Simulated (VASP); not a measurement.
# Al30Si (a cell with a defect) in VASP: notebook, part 2 of 2

VASP 6.6.1.

## Step 3: Single point, PBE+D3(BJ)

INCAR

```
SYSTEM = Al30Si
ALGO = Normal
EDIFF = 1E-6
ENCUT = 520
GGA = PE
ISIF = 2
ISMEAR = 0
IVDW = 12
LASPH = .TRUE.
LCHARG = .FALSE.
LREAL = Auto
LWAVE = .FALSE.
NBANDS = 68
NELM = 60
PREC = Accurate
SIGMA = 0.15
```

KPOINTS

```
k-points
0
G
  3 3 3
  0 0 0
```

POSCAR

```
Al30Si
1.0
    8.1000000000      0.0000000000      0.0000000000
    0.0000000000      8.1000000000      0.0000000000
    0.0000000000      0.0000000000      8.1000000000
Al Si
30 1
Direct
    0.5036585185      0.0007792593      0.0025912346
    0.7499216049      0.2471704938      0.0029516049
   -0.0036539506      0.0008103704      0.0024303704
    0.2498903704      0.2489403704      0.0009680247
    0.4988407407      0.4992392593      0.0011370370
    0.7499507407      0.7531432099      0.0019081481
    0.2500506173      0.0002533333      0.2483585185
    0.5016407407      0.2471207407      0.2483367901
    0.7499492593      0.5053791358      0.2559290123
    0.4886911111      0.0063848148      0.5025086420
    0.7500113580      0.2438658025      0.4946230864
    0.7499677778     -0.0070030864      0.7423644444
    0.0007928395      0.4993219753      0.0011785185
    0.2499586420      0.7476529630     -0.0047692593
   -0.0016702469      0.2470569136      0.2483269136
    0.2499232099      0.4965332099      0.2490058025
    0.4961660494      0.7493070370      0.2464830864
    0.0116453086      0.0066137037      0.5026195062
    0.2500012346      0.2586713580      0.5019409877
    0.5047113580      0.5044029630      0.5016845679
    0.2500114815      0.0003977778      0.7568961728
    0.5001770370      0.2492270370      0.7510813580
    0.7498823457      0.5014181481      0.7479622222
    0.0042069136      0.7492800000      0.2462808642
   -0.0047576543      0.5043858025      0.5016176543
    0.2500323457      0.7488164198      0.5000681481
   -0.0002337037      0.2492486420      0.7510554321
    0.2498661728      0.4993677778      0.7512082716
    0.5029708642      0.7475207407      0.7452286420
   -0.0031056790      0.7475575309      0.7450482716
    0.7501524691     -0.1605676543      0.4257464198
```

Potentials or basis: VASP PAW PBE potentials, release 64 (Al, Si).

On the command line:

```bash
$ cat potpaw_PBE.64/Al/POTCAR potpaw_PBE.64/Si/POTCAR > POTCAR
$ mpirun -np 1 vasp_std > vasp.out
```

OUTCAR:

```text
SYSTEM = Al30Si
   EDIFF = 1E-6
   ENCUT = 520
   GGA = PE
   ISIF = 2
   ISMEAR = 0
   IVDW = 12
   LASPH = .TRUE.
   LREAL = Auto
   NELM = 60
   PREC = Accurate
 IVDW          = 12

 ion  position               nearest neighbor table
   1  0.504  0.001  0.003-   8 2.82   2 2.82   6 2.83  17 2.84  21 2.86   7 2.86  22 2.86   4 2.88
                            12 2.90  14 2.90  29 2.92
   2  0.750  0.247  0.003-   1 2.82   3 2.82   8 2.83  15 2.83  22 2.87  27 2.87  13 2.88   5 2.88
                            23 2.92   9 2.93  12 2.95
   3  0.996  0.001  0.002-  15 2.82   2 2.82   6 2.83  24 2.84  21 2.86   7 2.86  27 2.86   4 2.87
                            12 2.90  14 2.90  30 2.92
   4  0.250  0.249  0.001-  21 2.82  16 2.84   7 2.84  15 2.86   8 2.86   5 2.86  13 2.86  27 2.86
                            22 2.86  28 2.86   3 2.87   1 2.88
   5  0.499  0.499  0.001-  17 2.84  16 2.85  14 2.85  28 2.86   4 2.86   8 2.86  22 2.86   2 2.88
                            23 2.89  29 2.89   6 2.89   9 2.90
   6  0.750  0.753  0.002-   1 2.83   3 2.83  17 2.86  24 2.86  12 2.86   9 2.87  29 2.89  30 2.89
                            13 2.89   5 2.89  23 2.90
   7  0.250  0.000  0.248-  18 2.82  10 2.82   4 2.84  24 2.85  17 2.85   8 2.86  15 2.86   1 2.86
                             3 2.86  26 2.88  14 2.90  19 2.93
   8  0.502  0.247  0.248-   1 2.82   2 2.83  11 2.83  10 2.84   7 2.86   4 2.86   5 2.86  16 2.87
                            19 2.90   9 2.90  20 2.92
   9  0.750  0.505  0.256-  25 2.81  20 2.81  17 2.85  24 2.85  11 2.87   6 2.87  13 2.90   5 2.90
[... 28 lines left out ...]
                             6 2.90   2 2.92  11 2.93
  24  0.004  0.749  0.246-  31 2.62  13 2.84   3 2.84  14 2.85   7 2.85   9 2.85  16 2.86   6 2.86
                            26 2.86  25 2.87  18 2.94
  25  0.995  0.504  0.502-  30 2.79   9 2.81  23 2.82  26 2.86  24 2.87  19 2.87  28 2.89  27 2.89
                            11 2.90  16 2.91  15 2.92
  26  0.250  0.749  0.500-  18 2.84  10 2.84  29 2.85  30 2.85  20 2.86  25 2.86  24 2.86  17 2.86
                            28 2.87   7 2.88  16 2.88  21 2.91
  27  1.000  0.249  0.751-  18 2.81  21 2.86  19 2.86   3 2.86   4 2.86  13 2.86  28 2.87   2 2.87
                            23 2.88  25 2.89  12 2.90  11 2.90
  28  0.250  0.499  0.751-  19 2.81  14 2.82   5 2.86  13 2.86   4 2.86  27 2.87  22 2.87  26 2.87
                            30 2.87  29 2.87  25 2.89  20 2.89
  29  0.503  0.748  0.745-  20 2.79  12 2.82  23 2.82  26 2.85  28 2.87  10 2.88  14 2.88   6 2.89
                             5 2.89  21 2.90   1 2.92
  30  0.997  0.748  0.745-  25 2.79  12 2.82  23 2.82  26 2.85  28 2.87  18 2.88  14 2.88   6 2.89
                            13 2.89  21 2.90   3 2.92
[... 224 lines left out ...]
 Free energy of the ion-electron system (eV)
  ---------------------------------------------------
  ext. energy  EPLUGINS =         0.00000000
  ---------------------------------------------------
  free energy    TOTEN  =      -116.90486200 eV

  energy without entropy =     -116.76383521  energy(sigma->0) =     -116.83434861

 E-fermi :   7.4605     XC(G=0): -10.0474

 val. band max:        7.4455220528   @ k =   0.3333  -0.3333   0.3333
 cond. band min:       7.4639829152   @ k =   0.0000   0.0000   0.3333
 fundamental gap:      0.0184608624
 Fermi energy:         7.4605213893

 k-point     1 :       0.0000    0.0000    0.0000
  band No.  band energies     occupation
      1      -3.4267      2.00000
      2      -1.6331      2.00000
      3      -1.2552      2.00000
      4      -1.1713      2.00000
      5      -1.1611      2.00000
      6      -1.1342      2.00000
[... 857 lines left out ...]
     58       9.4825      0.00000
     59       9.5225      0.00000
 [bands above 59 left out]

------------------------ aborting loop because EDIFF is reached ----------------------------------------

 Edisp (eV)  -10.06286

 E8    (eV) :    -4.4873

  FORCE on cell =-STRESS in cart. coord.  units (eV):
  Direction    XX          YY          ZZ          XY          YZ          ZX
  --------------------------------------------------------------------------------------
  -------------------------------------------------------------------------------------
  Total     -14.53128   -14.27163   -14.54747    -0.00290     0.90707    -0.00457
  in kB     -43.80859   -43.02582   -43.85742    -0.00874     2.73463    -0.01376
  external pressure =      -43.56 kB  Pullay stress =        0.00 kB

 VOLUME and BASIS-vectors are now :
 -----------------------------------------------------------------------------
  energy-cutoff  :      520.00
  volume of cell :      531.44
      direct lattice vectors                 reciprocal lattice vectors
     8.100000000  0.000000000  0.000000000     0.123456790  0.000000000  0.000000000
     0.000000000  8.100000000  0.000000000     0.000000000  0.123456790  0.000000000
     0.000000000  0.000000000  8.100000000     0.000000000  0.000000000  0.123456790

 POSITION                                       TOTAL-FORCE (eV/Angst)
 -----------------------------------------------------------------------------------
      4.07963      0.00631      0.02099        -0.007214      0.013690     -0.023636
      6.07436      2.00208      0.02391         0.001857      0.017611     -0.005634
      8.07040      0.00656      0.01969         0.005635      0.011565     -0.019857
      2.02411      2.01642      0.00784         0.000603     -0.000725     -0.005808
      4.04061      4.04384      0.00921        -0.002241      0.005574      0.004535
      6.07460      6.10046      0.01546         0.000643     -0.002992     -0.025419
[... 23 lines left out ...]
      8.07484      6.05522      6.03489        -0.007974      0.010652     -0.011790
      6.07623      6.79940      3.44855         0.007346     -0.418741      0.375655
 -----------------------------------------------------------------------------------
    total drift:                               -0.004380     -0.040179      0.016984

  FREE ENERGIE OF THE ION-ELECTRON SYSTEM (eV)
  ---------------------------------------------------
  free  energy   TOTEN  =      -126.9677189596 eV

  energy  without entropy=     -126.8266921656  energy(sigma->0) =     -126.89720556
```

Wall time 3.7 min (1 thread of Intel Xeon 6975P-C (Granite Rapids), shared host); peak memory 0.64 GiB.

Results:

| Property | Result |
| --- | --- |
| Free energy | -126.9677 eV |
| Pressure | -4.4 GPa |
| Largest force | 0.563 eV/Å |
| Band gap on the k mesh | zero (bands 47 and 48 overlap by 0.44 eV) |
| Dispersion energy per atom | -0.325 eV |

Forces on the atoms (eV/Å):
```
Al  -0.007  0.014 -0.024
Al   0.002  0.018 -0.006
Al   0.006  0.012 -0.020
Al   0.001 -0.001 -0.006
Al  -0.002  0.006  0.005
Al   0.001 -0.003 -0.025
Al   0.001  0.022 -0.033
Al   0.000  0.028 -0.010
Al   0.002  0.027 -0.014
Al   0.021  0.014 -0.051
Al   0.000  0.037  0.004
Al   0.001  0.014 -0.005
Al   0.008  0.002  0.001
Al   0.002  0.021 -0.009
Al  -0.001  0.029 -0.012
Al   0.003  0.019  0.008
Al   0.000  0.039 -0.018
Al  -0.031  0.006 -0.055
Al   0.003  0.013 -0.007
Al   0.003  0.015 -0.009
Al   0.002  0.009 -0.031
Al  -0.002 -0.004 -0.004
Al   0.003  0.005 -0.005
Al  -0.013  0.042 -0.010
Al  -0.005  0.018 -0.008
Al   0.000  0.001 -0.005
Al  -0.001 -0.001 -0.003
Al   0.000 -0.004  0.003
Al   0.008  0.012 -0.014
Al  -0.008  0.011 -0.012
Si   0.007 -0.419  0.376
```

Stress tensor (GPa, compression positive):
```
-4.38  0.00  0.00
 0.00 -4.30  0.27
 0.00  0.27 -4.39
```

Levels at points of the mesh, in eV from the Fermi level:
```csv
k point,band 44,band 45,band 46,band 47,band 48,band 49,band 50,band 51
"(0.00, 0.00, 0.00)",-0.33,-0.30,0.04,0.37,0.48,0.57,0.59,0.59
```

## Step 4: Single point, PBE+D3(BJ)

INCAR

```
SYSTEM = Al30Si
ALGO = Normal ; EDIFF = 1E-7
ENCUT = 520 ; GGA = PE
ISIF = 2 ; ISMEAR = 0
IVDW = 12 ; LASPH = .True.
LCHARG = .False. ; LREAL = Auto
LWAVE = .False. ; NBANDS = 68
NELM = 100 ; PREC = Accurate
SIGMA = 0.15
```

KPOINTS

```
k-points
0
Gamma
  3 3 3
  0 0 0
```

POSCAR

```
Al30Si
1.0
    8.1000000000      0.0000000000      0.0000000000
    0.0000000000      8.1000000000      0.0000000000
    0.0000000000      0.0000000000      8.1000000000
Al Si
30 1
Direct
    0.5025962963      0.0010361728      0.0023809877
    0.7499919753      0.2476876543      0.0026782716
   -0.0026117284      0.0010353086      0.0023779012
    0.2499918519      0.2490081481      0.0013430864
    0.4995109877      0.4995082716      0.0015722222
    0.7499913580      0.7538080247      0.0031758025
    0.2499908642      0.0012497531      0.2490795062
    0.5025497531      0.2479730864      0.2493076543
    0.7499903704      0.5062348148      0.2561000000
    0.4943954321      0.0041256790      0.5000753086
    0.7499912346      0.2470955556      0.4964934568
    0.7499918519     -0.0057739506      0.7440813580
    0.0004737037      0.4995092593      0.0015711111
    0.2499913580      0.7481577778     -0.0056496296
   -0.0025670370      0.2479729630      0.2493070370
    0.2499909877      0.4962569136      0.2501923457
    0.4945313580      0.7503161728      0.2462813580
    0.0055870370      0.0041261728      0.5000746914
    0.2499908642      0.2560829630      0.5022041975
    0.5041520988      0.5045796296      0.5024790123
    0.2499930864      0.0001618519      0.7541662963
    0.4995404938      0.2487883951      0.7508534568
    0.7499919753      0.5015828395      0.7487609877
    0.0054497531      0.7503170370      0.2462798765
   -0.0041695062      0.5045791358      0.5024766667
    0.2499906173      0.7490301235      0.5013028395
    0.0004440741      0.2487888889      0.7508516049
    0.2499918519      0.4990266667      0.7513361728
    0.5041125926      0.7478624691      0.7457748148
   -0.0041287654      0.7478623457      0.7457735802
    0.7499904938     -0.1887677778      0.4393759259
```

On the command line:

```bash
$ cat potpaw_PBE.64/Al/POTCAR potpaw_PBE.64/Si/POTCAR > POTCAR
$ mpirun -np 1 vasp_std > vasp.out
```

Run time: 4.5 min. Hardware: 1 thread of Intel Xeon 6975P-C (Granite Rapids), shared host; peak memory 0.57 GiB.

Results (log left out):

```
Free energy                : -127.1223 eV
Pressure                   : -4.5 GPa
Largest force              : 0.625 eV/Å
Band gap on the k mesh     : zero (bands 47 and 48 overlap by 0.40 eV)
Dispersion energy per atom : -0.325 eV
```

Forces on the atoms (eV/Å):
```
Al   0.001  0.008 -0.018
Al   0.000  0.011 -0.012
Al  -0.001  0.008 -0.018
Al   0.000 -0.002  0.002
Al  -0.007  0.006 -0.002
Al   0.000 -0.012 -0.046
Al   0.000  0.020 -0.020
Al   0.002  0.018 -0.008
Al   0.000  0.001 -0.028
Al   0.039  0.016 -0.044
Al   0.000  0.046  0.012
Al   0.000  0.030  0.001
Al   0.007  0.006 -0.002
Al   0.000  0.011 -0.011
Al  -0.002  0.018 -0.008
Al   0.000  0.030 -0.004
Al   0.037  0.044 -0.016
Al  -0.039  0.016 -0.044
Al   0.000  0.010 -0.013
Al   0.009  0.022 -0.016
Al   0.000  0.003 -0.032
Al  -0.007  0.003 -0.005
Al   0.000  0.010 -0.009
Al  -0.037  0.044 -0.016
Al  -0.009  0.022 -0.016
Al   0.000  0.009 -0.009
Al   0.007  0.003 -0.005
Al   0.000  0.008 -0.008
Al   0.008  0.017 -0.023
Al  -0.008  0.017 -0.023
Si   0.000 -0.442  0.443
```

Stress tensor (GPa, compression positive):
```
-4.54  0.00  0.00
 0.00 -4.46  0.26
 0.00  0.26 -4.46
```

Levels at points of the mesh, in eV from the Fermi level:
| k point | band 43 | band 44 | band 45 | band 46 | band 47 | band 48 | band 49 | band 50 | band 51 | band 52 |
| --- | --- | --- | --- | --- | --- | --- | --- | --- | --- | --- |
| (0.00, 0.00, 0.00) | -0.44 | -0.34 | -0.33 | 0.16 | 0.35 | 0.47 | 0.54 | 0.55 | 0.56 | 0.59 |

## Step 5: Summary

| cell | gap on the mesh (eV) | pressure (GPa) | largest force (eV/Å) |
| --- | --- | --- | --- |
| as given, atomic positions A | none | -4.2 | 0.02 |
| as given, atomic positions B | none | -4.4 | 0.56 |
| as given, atomic positions C | none | -4.5 | 0.63 |

Alike in all rows: task single point; level PBE+D3(BJ); potentials or basis VASP PAW PBE potentials, release 64 (Al, Si); no spin polarisation; k mesh 3 × 3 × 3; cutoff (eV) 520; smearing gaussian 0.15 eV.

Total energies depend on the potentials used, so only differences within one code and one set of settings carry meaning.
